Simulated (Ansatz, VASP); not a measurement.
Two plane-wave programs on Cr

```
CELL_PARAMETERS angstrom
2.33560 0.00000 0.00000
0.00000 2.33560 0.00000
0.00000 0.00000 2.33560
ATOMIC_POSITIONS crystal
Cr 0.00000 0.00000 0.00000
```

Alike in both runs: task single point; functional BLYP; k mesh 15 × 15 × 15; occupations fermi-dirac, width 0.1 eV; no spin polarisation.

|  | VASP | Ansatz |
| --- | --- | --- |
| version | VASP 6.6.1 | Ansatz 0.2.0 |
| potentials or method | VASP PAW PBE potentials, release 64 (Cr_pv), cutoff 520 eV | plane waves (420 eV) with PAW, scalar-relativistic |
| valence electrons in the cell | 12 | 14 |

|  | VASP | Ansatz | Ansatz less VASP |
| --- | --- | --- | --- |
| pressure (GPa) | 8.3 | 8.4 | +0.01 |

VASP's potentials were made for PBE, not for BLYP. VASP's potentials hold 12 valence electrons a cell and Ansatz's 14, so a difference there can come from the potentials and not from the codes.
